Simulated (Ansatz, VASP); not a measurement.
One calculation of WS2, two programs

```
CELL_PARAMETERS angstrom
3.14608 0.00000 0.00000
-1.57304 2.72459 0.00000
0.00000 0.00000 11.94233
ATOMIC_POSITIONS crystal
W 0.33333 0.66667 0.25000
W 0.66667 0.33333 0.75000
S 0.33333 0.66667 0.61915
S 0.66667 0.33333 0.11915
S 0.33333 0.66667 0.88085
S 0.66667 0.33333 0.38085
```

Change from the starting cell: strain along c alone, the other axes held, atoms relaxed: -6.0 %.

Alike in both runs: functional PBEsol; k mesh 12 × 12 × 2; occupations gaussian, width 0.02 eV; no spin polarisation.

Ansatz relaxed the structure, and its values are those at the end. VASP's run is a single point on that final structure, the one shown.

|  | VASP | Ansatz |
| --- | --- | --- |
| version | VASP 6.6.1 | Ansatz 0.2.0 |
| potentials or method | VASP PAW PBE potentials, release 64 (W_sv, S), cutoff 520 eV | scalar-relativistic, plane waves, PAW |
| valence electrons in the cell | 52 | 52 |

Ansatz gave:

* gap on the k mesh at the Fermi level (eV): 0.76
* least direct gap on the mesh (eV): 1.80
* pressure (GPa): 1.3
* rms of the force components (eV/Å): 0.002

Problem. Estimate VASP's values.

Solution. gap on the k mesh at the Fermi level (eV): 0.78; least direct gap on the mesh (eV): 1.80; pressure (GPa): 1.4; rms of the force components (eV/Å): 0.011.

VASP's potentials were made for PBE, not for PBEsol. With one functional, cell and mesh, what is left measures potentials, basis and numerics. Ansatz's warnings: stress scf threshold loose.

Neither program's run includes spin-orbit coupling.
